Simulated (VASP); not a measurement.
A run of VASP 6.6.1:

INCAR

```
PREC = Accurate
ENCUT = 520
EDIFF = 1E-6
ISMEAR = 0
SIGMA = 0.05
LREAL = F
LASPH = T
NELM = 60
ALGO = Normal
ISIF = 2
LWAVE = F
LCHARG = F
GGA = PE
NBANDS = 17
```

KPOINTS

```
Automatic mesh
0
Gamma
  8 8 8
```

Contents of POSCAR:

```
LiMgBN2
1.0
   -1.9096560000      1.9096560000      4.0880402400
    1.9096560000     -1.9096560000      4.0880402400
    1.9096560000      1.9096560000     -4.0880402400
Li Mg B N
1 1 1 2
Direct
    0.2500000000      0.7500000000      0.5000000000
    0.7500000000      0.2500000000      0.5000000000
    0.5000000000      0.5000000000      0.0000000000
    0.6512635000      0.6512635000      0.0000000000
    0.3487365000      0.3487365000      0.0000000000
```

Potentials or basis: VASP PAW PBE potentials, release 64 (Li_sv, Mg, B, N).

Command:

```console
$ cat potpaw_PBE.64/Li_sv/POTCAR potpaw_PBE.64/Mg/POTCAR potpaw_PBE.64/B/POTCAR potpaw_PBE.64/N/POTCAR > POTCAR
$ mpirun -np 1 vasp_std > vasp.out
```

Hardware: 1 thread of Intel(R) Xeon(R) 6975P-C (Granite Rapids) (shared host).

**Question.** Estimate the wall time of this run.

**Answer.** Run time: 51 s on 1 thread of Intel(R) Xeon(R) 6975P-C (Granite Rapids) (shared host), peak memory 0.23 GiB. Counts: scf iterations 15, k points 59.
